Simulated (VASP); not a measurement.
Crystal: Sb.

```
Sb
1.0
     3.12240    0.00000    0.00000
     0.00000    4.34752    0.00000
    -0.03891    0.00000    4.40585
Sb
2
Direct
  0.01139 0.25000 0.24117
  0.98861 0.75000 0.75883
```

```yaml
Program: VASP 6.6.1
Task: relaxation of cell and atoms
Functional: PBEsol-based screened hybrid with 25 % exact exchange
Potentials_or_basis: VASP PAW PBE potentials, release 64 (Sb)
Cutoff: 600 eV
k_mesh: 5 × 3 × 3
Occupations: fermi-dirac, width 0.05 eV
Spin: no spin polarisation
```

At the start: pressure -3.1 GPa; volume 29.90 Å³/atom.

Task: Where does the relaxation end?

Result: Over 25 steps the energy falls by 38.6 meV/atom and the volume is 29.14 Å³/atom (-2.5 %); space group P2_1/m (No. 11, to 0.1 Å) before, Pmma (No. 51, to 0.1 Å).

Step by step:
```
step  energy change (eV)  largest force (eV/Å)  pressure (GPa)  volume (Å³)
   1              0.0000                0.2426           -3.08        59.81
   2             -0.0303                0.0509            2.00        54.90
   3             -0.0514                0.1627            0.24        57.02
   4             -0.0518                0.1700           -0.04        57.24
   5             -0.0518                0.1717           -0.10        57.29
   6             -0.0546                0.1782            0.10        57.15
   7             -0.0603                0.1714            0.83        56.71
   8             -0.0510                0.0083            2.68        55.83
   9             -0.0611                0.1565            1.13        56.55
  10             -0.0619                0.1533            1.13        56.58
  11             -0.0643                0.1405            1.11        56.67
  12             -0.0684                0.1038            1.09        56.84
  13             -0.0726                0.0123            1.07        57.20
  14             -0.0751                0.0166            0.66        57.53
  15             -0.0762                0.0614           -0.35        58.39
  16             -0.0766                0.0463           -0.04        58.10
  17             -0.0766                0.0454           -0.01        58.08
  18             -0.0767                0.0396            0.01        58.08
  19             -0.0769                0.0229            0.06        58.07
  20             -0.0767                0.0148            0.18        58.04
  21             -0.0769                0.0143            0.10        58.06
  22             -0.0770                0.0107            0.07        58.12
  23             -0.0772                0.0036           -0.04        58.31
  24             -0.0772                0.0030           -0.06        58.34
  25             -0.0772                0.0033            0.00        58.29
```

Final structure:
```yaml
crystal:
  lattice:
    - [3.13810, 0.00000, 0.01795]
    - [0.00000, 4.24657, 0.00000]
    - [-0.01415, 0.00000, 4.37393]
  atoms:
    - { symbol: Sb, position: [0.99934, 0.25000, 0.22014] }
    - { symbol: Sb, position: [0.00066, 0.75000, 0.77986] }
```

Caveat: the k points lie up to 0.49 Å⁻¹ apart in the final cell, too coarse for converged energies and pressures of a metal; the PAW data sets were made with another functional, which shifts forces and pressure a little.
